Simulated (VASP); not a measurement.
# I (R-3m) in VASP: a series of runs

Runs on I. Level: PBE. Tasks: single point.

Program: VASP 6.6.1. These are calculated values, not measurements. Logs are shortened: lines on timing, memory, paths and dates and some standing lists are left out, and cuts for length are marked.

## 1. The cell of the first run

The typed cell holds 2 atoms: a = 3.947 Å, b = 3.947 Å, c = 3.947 Å, α = 59.92°, β = 59.92°, γ = 59.92°.

## 2. Single point, PBE

INCAR

```
  PREC = Accurate
  ENCUT = 520
  EDIFF = 1E-7
  ISMEAR = -1
  SIGMA = 0.1
  LREAL = False
  LASPH = True
  NELM = 60
  ALGO = Normal
  ISIF = 2
  LWAVE = False
  LCHARG = False
  GGA = PE
  NBANDS = 14
```

KPOINTS

```
Automatic mesh
0
Gamma
  11 11 11
```

POSCAR

```
I
1.0
    1.9711285120     -1.1380315770      3.2249440862
    0.0000000000      2.2760631540      3.2249440862
   -1.9711285120     -1.1380315770      3.2249440862
I
2
Direct
    0.2500000000      0.2500000000      0.2500000000
   -0.2500000000     -0.2500000000     -0.2500000000
```

Potentials or basis: VASP PAW PBE potentials, release 64 (I).

Command:

```
cat potpaw_PBE.64/I/POTCAR > POTCAR
mpirun -np 1 vasp_std > vasp.out
```

OUTCAR:

```text
PREC = Accurate
   ENCUT = 520
   EDIFF = 1E-7
   ISMEAR = -1
   LREAL = False
   LASPH = True
   NELM = 60
   ISIF = 2
   GGA = PE

 ion  position               nearest neighbor table
   1  0.250  0.250  0.250-   2 2.79   2 2.79   2 2.79   2 2.79   2 2.79   2 2.79
   2  0.750  0.750  0.750-   1 2.79   1 2.79   1 2.79   1 2.79   1 2.79   1 2.79

  LATTYP: Found a trigonal (rhomboedric) cell.
 ALAT       =     3.9472430683
 COS(alpha) =     0.5012623735

  Lattice vectors:

 A1 = (   1.9711285120,  -1.1380315770,   3.2249440862)
 A2 = (   0.0000000000,   2.2760631540,   3.2249440862)
 A3 = (  -1.9711285120,  -1.1380315770,   3.2249440862)

Analysis of symmetry for initial positions (statically):
=====================================================================
 Subroutine PRICEL returns following result:

  LATTYP: Found a trigonal (rhomboedric) cell.
 ALAT       =     2.7893600648
 COS(alpha) =     0.0012639691

  Lattice vectors:

 A1 = (   1.9711285120,   1.1380315770,   1.6124720431)
 A2 = (  -1.9711285120,   1.1380315770,   1.6124720431)
 A3 = (   0.0000000000,  -2.2760631540,   1.6124720431)

   2 primitive cells build up your supercell.

 Routine SETGRP: Setting up the symmetry group for a
 trigonal (rhombohedral) supercell.

 Subroutine GETGRP returns: Found 12 space group operations
 (whereof 12 operations were pure point group operations)
 out of a pool of 12 trial point group operations.

The static configuration has the point symmetry D_3d.

Analysis of symmetry for dynamics (positions and initial velocities):
=====================================================================
 Subroutine PRICEL returns following result:

  LATTYP: Found a trigonal (rhomboedric) cell.
 ALAT       =     2.7893600648
 COS(alpha) =     0.0012639691

  Lattice vectors:

 A1 = (   1.9711285120,   1.1380315770,   1.6124720431)
 A2 = (  -1.9711285120,   1.1380315770,   1.6124720431)
 A3 = (   0.0000000000,  -2.2760631540,   1.6124720431)

   2 primitive cells build up your supercell.

 Routine SETGRP: Setting up the symmetry group for a
 trigonal (rhombohedral) supercell.

 Subroutine GETGRP returns: Found 12 space group operations
 (whereof 12 operations were pure point group operations)
 out of a pool of 12 trial point group operations.

The dynamic configuration has the point symmetry D_3d.

 Subroutine INISYM returns: Found 12 space group operations
[... 96 lines left out ...]
   LREAL  =      F    real-space projection
   EDIFFG = 0.1E-05   stopping-criterion for IOM
   NSW    =      0    number of steps for IOM
   IBRION =     -1    ionic relax: 0-MD 1-quasi-New 2-CG
   NFREE  =      0    steps in history (QN), initial steepest desc. (CG)
   ISIF   =      2    stress and relaxation
   ISYM   =      2    0-nonsym 1-usesym 2-fastsym
   POTIM  = 0.5000    time-step for ionic-motion
   TEBEG  =    0.0;   TEEND  =   0.0 temperature during run
   PSTRESS=    0.0 pullay stress
   NELECT =      14.0000    total number of electrons
   NUPDOWN=      -1.0000    fix difference up-down
   EMIN   =  10.00;   EMAX   =-10.00  energy-range for DOS
   EFERMI =   0.00;   METHOD = LEGACY
   ISMEAR =    -1;   SIGMA  =   0.10  broadening in eV -4-tet -1-fermi 0-gaus
   EFERMI_NEDOS =   21; number of points for ismear=-14 and -15
   IALGO  =     38    algorithm
   IMIX   =      4    mixing-type and parameters
     AMIX     =   0.40;   BMIX     =  1.00
     AMIX_MAG =   1.60;   BMIX_MAG =  1.00
  volume/ion in A,a.u.               =      21.70       146.46
  Fermi-wavevector in a.u.,A,eV,Ry     =   1.122716  2.121626 17.150027  1.260491
  Thomas-Fermi vector in A             =   2.259378
   LORBIT       =      0    0 simple, 1 ext, 2 COOP (PROOUT), +10 PAW based schemes
   GGA     = PE    functional components
   LHFCALC =     F    Hartree Fock is set to
   AEXX    =    0.0000 exact exchange contribution
   IVDW    =     0    specifies the selected vdW correction
   LEPSILON=     F    determine dielectric tensor
   LRPA    =     F    only Hartree local field effects (RPA)
 non-spin polarized calculation
  energy-cutoff  :      520.00
  volume of cell :       43.41
 maximum number of plane-waves:      1211
 NGX is ok and might be reduce to    30

 number of electron      13.9999998 magnetization

 Free energy of the ion-electron system (eV)
  ---------------------------------------------------
  ext. energy  EPLUGINS =         0.00000000
  ---------------------------------------------------
  free energy    TOTEN  =         2.55656551 eV

  energy without entropy =        2.59424754  energy(sigma->0) =        2.57540652

 E-fermi :  13.4996     XC(G=0): -11.2312

 val. band max:       13.4915927813   @ k =  -0.2727   0.3636   0.0909
 cond. band min:      13.5056814966   @ k =  -0.3636   0.3636   0.2727
 fundamental gap:      0.0140887154
 Fermi energy:        13.4996214387

 k-point     1 :       0.0000    0.0000    0.0000
  band No.  band energies     occupation
      1      -6.1979      2.00000
      2       3.1916      2.00000
      3       6.9351      2.00000
      4       6.9608      2.00000
      5       6.9608      2.00000
      6      12.9470      1.99207
      7      12.9470      1.99207
      8      12.9574      1.99120
      9      15.5544      0.00000
     10      15.5833      0.00000
     11      15.5833      0.00000
     12      17.7908      0.00000
     13      17.7908      0.00000
     14      18.5841      0.00000
[... 377 lines left out ...]
      1      -5.0529      2.00000
      2       0.1267      2.00000
      3       5.3174      2.00000
      4       8.4088      2.00000
      5       8.9759      2.00000
      6       9.5122      2.00000
      7       9.5836      2.00000
      8      14.0273      0.01017
      9      15.6313      0.00000
     10      16.6377      0.00000
     11      19.3927      0.00000
     12      19.4867      0.00000
     13      22.8909      0.00000
     14      23.5506      0.00000

 [... further k-points ...]
[... 5 lines left out ...]
  --------------------------------------------------------------------------------------
  -------------------------------------------------------------------------------------
  Total       19.1246565     19.1246565     19.1845762      0.0000000      0.0000000     -0.0000000
  in kB      705.9298277    705.9298277    708.1415863      0.0000000      0.0000000     -0.0000000
  external PRESSURE =     706.6670806 kB  Pullay stress =       0.0000000 kB

 VOLUME and BASIS-vectors are now :
 -----------------------------------------------------------------------------
  energy-cutoff  :      520.00
  volume of cell :       43.41
      direct lattice vectors                 reciprocal lattice vectors
     1.971128512 -1.138031577  3.224944086     0.253661797 -0.146451707  0.103360965
     0.000000000  2.276063154  3.224944086     0.000000000  0.292903413  0.103360965
    -1.971128512 -1.138031577  3.224944086    -0.253661797 -0.146451707  0.103360965

 POSITION                                       TOTAL-FORCE (eV/Angst)
 -----------------------------------------------------------------------------------
      0.00000      0.00000      2.41871         0.000000     -0.000000      0.000000
      0.00000      0.00000      7.25612        -0.000000      0.000000     -0.000000
 -----------------------------------------------------------------------------------
    total drift:                                0.000000     -0.000000      0.000000

  FREE ENERGIE OF THE ION-ELECTRON SYSTEM (eV)
  ---------------------------------------------------
  free  energy   TOTEN  =         2.5565655064 eV

  energy  without entropy=        2.5942475412  energy(sigma->0) =        2.57540652
```

Run time: 83 s. Hardware: 1 thread of Intel Xeon Platinum 8259CL at 2.50GHz (Skylake/Cascade Lake), shared host; peak memory 0.21 GiB.

What came out:

```yaml
Free_energy: 2.5566 eV
Pressure: 70.7 GPa
Band_gap_on_the_k_mesh: zero (band 7 reaches 15.65 eV, above the bottom of band 8 at 9.79 eV)
```

Caveat: spin-orbit coupling is left out, which moves the levels of the heavy elements.

## 3. Single point, PBE

INCAR

```
SYSTEM = I
PREC = Accurate
ENCUT = 520
EDIFF = 1E-7
ISMEAR = -1
SIGMA = 0.1
LREAL = .False.
LASPH = .True.
NELM = 100
ALGO = Normal
ISIF = 2
LWAVE = .False.
LCHARG = .True.
GGA = PE
LELF = .True.
LVHAR = .True.
NBANDS = 14
```

KPOINTS

```
Automatic mesh
0
Gamma
  11 11 11
  0 0 0
```

POSCAR is that of step 2.

Potentials or basis: VASP PAW PBE potentials, release 64 (I).

Command:

```
cat potpaw_PBE.64/I/POTCAR > POTCAR
mpirun -np 1 vasp_std > vasp.out
```

It took 1.8 min on 1 thread of Intel Xeon Platinum 8259CL at 2.50GHz (Skylake/Cascade Lake), shared host; peak memory 0.22 GiB.

It converged, with:

```yaml
Free_energy: 2.5566 eV
Pressure: 70.7 GPa
Band_gap_on_the_k_mesh: zero (band 7 reaches 15.65 eV, above the bottom of band 8 at 9.79 eV)
```

Stress tensor (GPa, compression positive):
```
70.59  0.00  0.00
 0.00 70.59  0.00
 0.00  0.00 70.81
```

Levels at points of the mesh, in eV from the Fermi level:
| k point | band 3 | band 4 | band 5 | band 6 | band 7 | band 8 | band 9 | band 10 | band 11 | band 12 |
| --- | --- | --- | --- | --- | --- | --- | --- | --- | --- | --- |
| (0.00, 0.00, 0.00) | -6.56 | -6.54 | -6.54 | -0.55 | -0.55 | -0.54 | 2.05 | 2.08 | 2.08 | 4.29 |

Caveat: spin-orbit coupling is left out, which moves the levels of the heavy elements.
